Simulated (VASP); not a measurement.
Here is a VASP 6.6.1 calculation.

Contents of INCAR:

```
PREC = Accurate
ENCUT = 520
EDIFF = 1E-6
ISMEAR = 0
SIGMA = 0.05
LREAL = False
LASPH = True
NELM = 80
ALGO = Normal
ISIF = 2
LWAVE = False
LCHARG = False
GGA = PE
NBANDS = 35
```

KPOINTS

```
regular mesh
0
Gamma
  6 6 6
```

Contents of POSCAR:

```
Al2O3
1.0
    2.5245721467      1.4575624084      4.4838449026
   -2.5245721467      1.4575624084      4.4838449026
    0.0000000000     -2.9151248170      4.4838449025
Al O
4 6
Direct
    0.8521479318      0.8521479318      0.8521479318
    0.6478520682      0.6478520682      0.6478520682
    0.1478520682      0.1478520682      0.1478520682
    0.3521479318      0.3521479318      0.3521479318
    0.0561765927      0.4438234073      0.7500000000
    0.7500000000      0.0561765927      0.4438234073
    0.4438234073      0.7500000000      0.0561765927
    0.9438234073      0.5561765927      0.2500000000
    0.2500000000      0.9438234073      0.5561765927
    0.5561765927      0.2500000000      0.9438234073
```

Potentials or basis: VASP PAW PBE potentials, release 64 (Al, O).

Run with:

```sh
$ cat potpaw_PBE.64/Al/POTCAR potpaw_PBE.64/O/POTCAR > POTCAR
$ mpirun -np 1 vasp_std > vasp.out
```

Question: What does it give for the pressure?

Answer: -22.3 GPa.

Question: Estimate the largest force.

Answer: 0.172 eV/Å.

Forces on the atoms (eV/Å):
```
Al   0.000  0.000  0.136
Al   0.000  0.000 -0.136
Al   0.000  0.000 -0.136
Al   0.000  0.000  0.136
O   -0.172  0.000  0.000
O    0.086 -0.149  0.000
O    0.086  0.149  0.000
O    0.172  0.000  0.000
O   -0.086  0.149  0.000
O   -0.086 -0.149  0.000
```

Caveat: the cell differs from its parent crystal (strain +0.050 along x and y, +0.025 along z); the cell stands under tension.
